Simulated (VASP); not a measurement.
**GdO: single point with PBEsol+U**

Crystal: GdO.

```
Gd O
1.0
     0.00000    2.70000    2.70000
     2.70000    0.00000    2.70000
     2.70000    2.70000    0.00000
Gd O
1 1
Direct
  0.00000 0.00000 0.00000
  0.25000 0.25000 0.25000
```

```
Program                : VASP 6.6.1
Task                   : single point
Functional             : PBEsol
Potentials or basis    : VASP PAW PBE potentials, release 64 (Gd, O)
Cutoff                 : 520 eV
k mesh                 : 6 × 6 × 6
Occupations            : gaussian, width 0.05 eV
Spin                   : collinear spin, ferromagnetic start
Starting moments       : [-2.09, 0.0] μB
Hubbard terms          : Gd f U = 5.0 eV
Dipole correction      : no
Further INCAR settings : ALGO = Normal; EDIFF = 1e-07; NBANDS = 23
```

* Pressure: -3.9 GPa
* Net moment: -7.88 μB per cell
* Site moments: Gd -7.07; O +0.01 μB
* Valence electrons inside the program's atomic spheres: Gd 15.14; O 4.98

Levels at points of the mesh, in eV from the Fermi level:
Spin up:
| k point | band 5 | band 6 | band 7 | band 8 | band 9 | band 10 | band 11 | band 12 |
| --- | --- | --- | --- | --- | --- | --- | --- | --- |
| (0.00, 0.00, 0.00) | -19.19 | -5.46 | -5.46 | -5.46 | -1.12 | 2.30 | 2.30 | 2.30 |
| (0.50, 0.00, 0.00) | -18.01 | -5.06 | -5.06 | -5.04 | 1.27 | 2.04 | 2.25 | 2.25 |
| (0.50, 0.50, 0.00) | -17.68 | -6.00 | -4.35 | -4.35 | 0.89 | 1.32 | 2.33 | 2.39 |
Spin down:
| k point | band 12 | band 13 | band 14 | band 15 | band 16 | band 17 | band 18 | band 19 | band 20 | band 21 |
| --- | --- | --- | --- | --- | --- | --- | --- | --- | --- | --- |
| (0.00, 0.00, 0.00) | -7.79 | -5.58 | -5.58 | -5.58 | -2.40 | 2.41 | 2.41 | 4.38 | 4.38 | 4.38 |
| (0.50, 0.00, 0.00) | -7.78 | -5.38 | -5.18 | -5.18 | 0.12 | 2.30 | 2.30 | 2.80 | 4.44 | 4.44 |
| (0.50, 0.50, 0.00) | -7.80 | -6.17 | -4.44 | -4.44 | -0.95 | 0.91 | 3.97 | 4.45 | 4.45 | 7.10 |

Eigenvalues of the final occupation matrices:
```tsv
site	spin	trace	eigenvalues
site 1 f	1	0.04	0.00 0.00 0.00 0.00 0.00 0.00 0.01
site 1 f	2	6.95	0.99 0.99 0.99 0.99 0.99 0.99 1.00
```

Run time: 47 s on 1 thread of Intel(R) Xeon(R) Platinum 8488C (Sapphire Rapids), with other jobs on the host, peak memory 0.19 GiB.

Caveat: the cell stands under tension; the PAW data sets were made with another functional, which shifts forces and pressure a little; spin-orbit coupling is left out, which moves the levels of the heavy elements; a cell with one magnetic atom can't hold antiferromagnetic order, which such compounds often take. The state reached can hang on the start; a lower one may exist.
